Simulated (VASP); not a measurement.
# MgO2: single point with r2SCAN

Crystal: MgO2.

```
Mg O
1.0
     1.62675    0.93920    3.40017
    -1.62675    0.93920    3.40017
     0.00000   -1.87841    3.40017
Mg O
1 2
Cartesian
  0.0000 0.0000 0.0000
  0.0000 0.0000 4.3738
  0.0000 0.0000 5.8267
```

This cell differs from its parent crystal: ratio of the length along z to the lengths across it x 0.96, volume and fractional coordinates fixed.

```
Program             : VASP 6.6.1
Task                : single point
Functional          : r2SCAN
Potentials or basis : VASP PAW PBE potentials, release 64 (Mg_sv, O)
Cutoff              : 920 eV
k mesh              : 12 × 12 × 12
Occupations         : gaussian, width 0.05 eV
Spin                : no spin polarisation
```

The pressure is -2.2 GPa and the largest force is 1.015 eV/Å. The band gap on the k mesh is 3.55 eV.

Forces on the atoms (eV/Å):
```
Mg   0.000  0.000  0.000
O    0.000  0.000 -1.015
O    0.000  0.000  1.015
```

Stress tensor (GPa, compression positive):
```
-7.96  0.00  0.00
 0.00 -7.96  0.00
 0.00  0.00  9.41
```

Levels at points of the mesh, in eV from the valence-band top:
```csv
k point,band 9,band 10,band 11,band 12,band 13,band 14
"(0.00, 0.00, 0.00)",-3.83,-0.89,-0.89,4.86,6.05,13.46
"(0.50, 0.00, 0.00)",-4.13,-1.34,-0.98,5.41,9.02,10.64
"(0.50, 0.50, 0.00)",-4.86,-2.06,-0.08,4.77,8.11,11.33
"(0.50, 0.50, 0.50)",-4.39,0.00,0.00,3.55,5.17,10.55
```

Wall time 18 min on 1 thread of Intel(R) Xeon(R) Platinum 8259CL CPU @ 2.50GHz (Skylake/Cascade Lake), with other jobs on the host, peak memory 0.4 GiB.

Caveat: the stress differs along the axes, from -8 to 9 GPa; the PAW data sets were made with another functional, which shifts forces and pressure a little. A k mesh can miss the band edges.
